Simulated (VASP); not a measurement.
Set up this calculation in VASP 6.6.1, as the native input.

| Quantity | Value |
| --- | --- |
| Task | single point |
| Functional | SVWN5 |
| Potentials or basis | VASP PAW PBE potentials, release 64 (Pb_d, S) |
| Cutoff | 520 eV |
| k mesh | 8 × 8 × 8 |
| Occupations | fermi-dirac, width 0.05 eV |
| Spin | no spin polarisation |
| Dipole correction | no |
| Further INCAR settings | ALGO = Normal; EDIFF = 1e-06; NBANDS = 17 |

The structure of PbS (Galena) lies in POSCAR:

```
PbS
1.0
    0.0000000000      2.9458450378      2.9458450378
    2.9458450378      0.0000000000      2.9458450378
    2.9458450378      2.9458450378      0.0000000000
Pb S
1 1
Direct
    0.0000000000      0.0000000000      0.0000000000
    0.5000000000      0.5000000000      0.5000000000
```

These files were run (other wordings do the same):

INCAR

```
SYSTEM = PbS
PREC = Accurate
ENCUT = 520
EDIFF = 1E-6
ISMEAR = -1
SIGMA = 0.05
LREAL = .False.
LASPH = .True.
NELM = 80
ALGO = Normal
ISIF = 2
LWAVE = .False.
LCHARG = .True.
GGA = VW
LELF = .True.
LVHAR = .True.
NBANDS = 17
```

KPOINTS

```
Automatic mesh
0
Gamma
  8 8 8
  0 0 0
```

Potentials or basis: VASP PAW PBE potentials, release 64 (Pb_d, S).

Command:

```bash
$ cat potpaw_PBE.64/Pb_d/POTCAR potpaw_PBE.64/S/POTCAR > POTCAR
$ mpirun -np 1 vasp_std > vasp.out
```

It gave:

The pressure is -1.5 GPa and the band gap on the k mesh is 0.16 eV, direct.

Caveat: the PAW data sets were made with another functional, which shifts forces and pressure a little; spin-orbit coupling is left out, which moves the levels of the heavy elements.

Run time: 38 s on 1 thread of AMD EPYC 7R13, on a shared host, peak memory 0.13 GiB.
